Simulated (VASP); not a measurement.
A run of VASP 6.6.1 is set up as follows.

INCAR

```
SYSTEM = MgH2Ir2
PREC = Accurate ; ENCUT = 520
EDIFF = 1E-6 ; ISMEAR = 0
SIGMA = 0.1 ; LREAL = .False.
LASPH = .True. ; NELM = 100
ALGO = Fast ; ISIF = 2
LWAVE = .False. ; LCHARG = .False.
GGA = PE ; NBANDS = 19
```

KPOINTS

```
Automatic mesh
0
Gamma
  14 14 14
  0 0 0
```

Contents of POSCAR:

```
MgH2Ir2
1.0
   -1.8994376112      1.8994376112      4.2490743148
    1.8994376112     -1.8994376112      4.2490743148
    1.8994376112      1.8994376112     -4.2490743148
Mg H Ir
1 2 2
Direct
    0.0000000000      0.0000000000      0.0000000000
    0.7054140109      0.7054140109      0.0000000000
    0.2945859891      0.2945859891      0.0000000000
    0.2500000000      0.7500000000      0.5000000000
    0.7500000000      0.2500000000      0.5000000000
```

Potentials or basis: VASP PAW PBE potentials, release 64 (Mg, H, Ir).

Command:

```console
$ cat potpaw_PBE.64/Mg/POTCAR potpaw_PBE.64/H/POTCAR potpaw_PBE.64/Ir/POTCAR > POTCAR
$ mpirun -np 1 vasp_std > vasp.out
```

Task: What does it give for the largest force?

Result: 0.010 eV/Å.

Task: What does it give for the band gap on the k mesh?

Result: Zero (bands 11 and 12 overlap by 3.14 eV).

Stress tensor (GPa, compression positive):
```
 0.26  0.00  0.00
 0.00  0.26  0.00
 0.00  0.00 -0.24
```

Caveat: spin-orbit coupling is left out, which moves the levels of the heavy elements.
